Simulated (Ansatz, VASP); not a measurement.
**HgH4O2F2 in VASP and in Ansatz**

The input INCAR:

```
PREC = Accurate
ENCUT = 520
EDIFF = 1E-7
ISMEAR = 0
SIGMA = 0.01
LREAL = False
LASPH = True
NELM = 150
ALGO = Normal
ISIF = 2
LWAVE = False
LCHARG = True
LNONCOLLINEAR = True
MAGMOM = 0 0 0 0 0 0 0 0 0 0 0 0 0 0 0 0 0 0 0 0 0 0 0 0 0 0 0
LORBIT = 11
LSORBIT = True
GGA_COMPAT = False
LORBMOM = True
GGA = PE
LVHAR = True
NBANDS = 61
```

KPOINTS

```
regular mesh
0
Gamma
  1 1 1
```

The input POSCAR:

```
HgH4O2F2
1.0
   10.6200000000      0.0000000000      0.0000000000
    0.0000000000     13.3100000000      0.0000000000
    0.0000000000      0.0000000000     13.7000000000
Hg F O H
1 2 2 4
Direct
    0.5715028200      0.4998662700      0.5000854000
    0.5766968000      0.6439316300      0.5400854000
    0.5766968000      0.3558009000      0.4600854000
    0.4237288100      0.3828542400      0.6115321200
    0.4237288100      0.6168782900      0.3886386900
    0.4673050800      0.3646281000      0.6717036500
    0.4620866300      0.3380916600      0.5622087600
    0.4620866300      0.6616408700      0.4379620400
    0.4673050800      0.6351044300      0.3284671500
```

Input for Ansatz:

```yaml
crystal:
  lattice:
    - [10.62, 0.0, 0.0]
    - [0.0, 13.31, 0.0]
    - [0.0, 0.0, 13.7]
  atoms:
    - { symbol: Hg, position: [0.57150282, 0.49986627, 0.5000854] }
    - { symbol: F, position: [0.5766968, 0.64393163, 0.5400854] }
    - { symbol: O, position: [0.42372881, 0.38285424, 0.61153212] }
    - { symbol: H, position: [0.46730508, 0.3646281, 0.67170365] }
    - { symbol: H, position: [0.46208663, 0.33809166, 0.56220876] }
    - { symbol: F, position: [0.5766968, 0.3558009, 0.4600854] }
    - { symbol: O, position: [0.42372881, 0.61687829, 0.38863869] }
    - { symbol: H, position: [0.46208663, 0.66164087, 0.43796204] }
    - { symbol: H, position: [0.46730508, 0.63510443, 0.32846715] }
basis:
  ecutwfc: 420
  ecutrho_ratio: 4
kpoints:
  mp_grid: { grid: [1, 1, 1] }
hamiltonian:
  xc: pbe
scf:
  occupations: { method: gaussian, width: 0.01 }
output:
  forces: true
  eigenvalues: true
  populations: true
  write_density: true
  write_potential: true
  elf: true
  volumetric_format: npy
magnetization:
  noncollinear: true
  spin_orbit: true
```

Alike in both runs: task single point; functional PBE; k mesh 1 × 1 × 1; occupations gaussian, width 0.01 eV; non-collinear spin, spin-orbit coupling.

|  | VASP | Ansatz |
| --- | --- | --- |
| version | VASP 6.6.1 | Ansatz 0.2.0 |
| potentials or method | VASP PAW PBE potentials, release 64 (Hg, F, O, H), cutoff 520 eV | plane waves, PAW |
| valence electrons in the cell | 42 | 50 |

```csv
,VASP,Ansatz,Ansatz less VASP
rms of the force components (eV/Å),0.135,0.150,+0.0154
```

VASP's potentials hold 42 valence electrons a cell and Ansatz's 50, so a difference there can come from the potentials and not from the codes. Ansatz's warnings: xc potential rough in thin density.
